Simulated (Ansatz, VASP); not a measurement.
## Al2Ga3Sb3: VASP beside Ansatz

```
CELL_PARAMETERS angstrom
4.29839 0.00000 0.00000
0.00000 4.29839 0.00000
0.00000 0.00000 12.63332
ATOMIC_POSITIONS crystal
Al 0.50000 0.00000 0.87376
Al 0.00000 0.50000 0.12624
Ga 0.00000 0.50000 0.61994
Ga 0.00000 0.00000 0.50000
Ga 0.50000 0.00000 0.38006
Sb 0.50000 0.50000 0.25296
Sb 0.50000 0.50000 0.74704
Sb 0.00000 0.00000 0.00000
```

Alike in both runs: functional PBE; k mesh 8 × 8 × 4; occupations gaussian, width 0.1 eV; no spin polarisation.

Ansatz relaxed the structure, and its values are those at the end. VASP's run is a single point on that final structure, the one shown.

```csv
,VASP,Ansatz
version,VASP 6.6.1,Ansatz 0.2.0
potentials or method,"VASP PAW PBE potentials, release 64 (Al, Ga_d, Sb), cutoff 520 eV","scalar-relativistic, plane waves, PAW"
valence electrons in the cell,60,90
```

Ansatz gave:

```
gap on the k mesh at the Fermi level (eV) : none
pressure (GPa)                            : 0.0
rms of the force components (eV/Å)        : 0.002
```

Q: What did VASP give for the same quantities?

A: gap on the k mesh at the Fermi level (eV): none; pressure (GPa): 0.1; rms of the force components (eV/Å): 0.004.

A gap of «none» marks a metal or a gap that the smearing closes. VASP's potentials hold 60 valence electrons a cell and Ansatz's 90, so a difference there can come from the potentials and not from the codes.

Spin-orbit coupling is off throughout.
